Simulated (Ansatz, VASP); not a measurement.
## One calculation of ZrC, two programs

INCAR

```
  ALGO = Normal
  EDIFF = 1E-7
  ENCUT = 520
  GGA = PS
  ISIF = 2
  ISMEAR = 0
  LASPH = True
  LCHARG = True
  LELF = True
  LREAL = False
  LVHAR = True
  LWAVE = False
  NBANDS = 15
  NELM = 100
  PREC = Accurate
  SIGMA = 0.1
```

File KPOINTS:

```
k-points
0
Gamma
  16 16 16
```

Contents of POSCAR:

```
ZrC
1.0
    0.0000000000      2.3109798925      2.3109798925
    2.3109798925      0.0000000000      2.3109798925
    2.3109798925      2.3109798925      0.0000000000
Zr C
1 1
Direct
    0.5000000000      0.5000000000      0.5000000000
    0.0000000000      0.0000000000      0.0000000000
```

Input for Ansatz:

```yaml
crystal:
  lattice:
    - [0.0, 2.3109798779, 2.3109798779]
    - [2.3109798779, 0.0, 2.3109798779]
    - [2.3109798779, 2.3109798779, 0.0]
  atoms:
    - { symbol: Zr, position: [0.5, 0.5, 0.5] }
    - { symbol: C, position: [0.0, 0.0, 0.0] }
basis:
  ecutwfc: 420
kpoints:
  mp_grid: { grid: [16, 16, 16] }
hamiltonian:
  xc: pbesol
scf:
  occupations: { method: gaussian, width: 0.1 }
output:
  forces: true
  stress: true
  eigenvalues: true
```

Alike in both runs: task single point; functional PBEsol; k mesh 16 × 16 × 16; occupations gaussian, width 0.1 eV; no spin polarisation.

|  | VASP | Ansatz |
| --- | --- | --- |
| version | VASP 6.6.1 | Ansatz 0.2.0 |
| potentials or method | VASP PAW PBE potentials, release 64 (Zr_sv, C), cutoff 520 eV | scalar-relativistic, plane waves, PAW |
| valence electrons in the cell | 16 | 16 |

```csv
,VASP,Ansatz,Ansatz less VASP
gap on the k mesh at the Fermi level (eV),none,none,-
pressure (GPa),8.0,7.6,-0.42
```

VASP's potentials were made for PBE, not for PBEsol. A gap of «none» marks a metal or a gap that the smearing closes. With one functional, cell and mesh, what is left measures potentials, basis and numerics.
